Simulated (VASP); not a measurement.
The system is CuO (Tenorite).

```
CELL_PARAMETERS angstrom
2.39064 -1.74700 0.00000
2.39064 1.74700 0.00000
-0.87743 0.00000 5.15867
ATOMIC_POSITIONS crystal
Cu 0.49680 0.00320 0.50000
Cu 0.00320 0.49680 0.00000
O 0.40560 0.57140 0.75370
O 0.57140 0.40560 0.25370
```

Base run:

* Program: VASP 6.6.1
* Functional: RPBE
* Potentials or basis: VASP PAW PBE potentials, release 64 (Cu, O)
* Cutoff: 520 eV
* k mesh: 10 × 10 × 5
* Occupations: fermi-dirac, width 0.05 eV
* Spin: no spin polarisation

Its results: band gap on the k mesh zero (band 17 reaches 5.36 eV, above the bottom of band 18 at 4.77 eV); pressure 1.9 GPa; largest force 0.682 eV/Å.

**Question.** The run is repeated on the same cell with these changes: functional from RPBE to PBEsol. What comes out?

**Answer.** Band gap on the k mesh zero (band 17 reaches 5.02 eV, above the bottom of band 18 at 4.42 eV); pressure -10.9 GPa; largest force 0.739 eV/Å.

PBEsol binds more tightly than RPBE, so the same cell stands under less pressure.

Caveats: the PAW data sets were made with another functional, which shifts forces and pressure a little; semilocal functionals often make such compounds metallic where correlation or magnetic order opens a gap, which also shifts bond lengths.
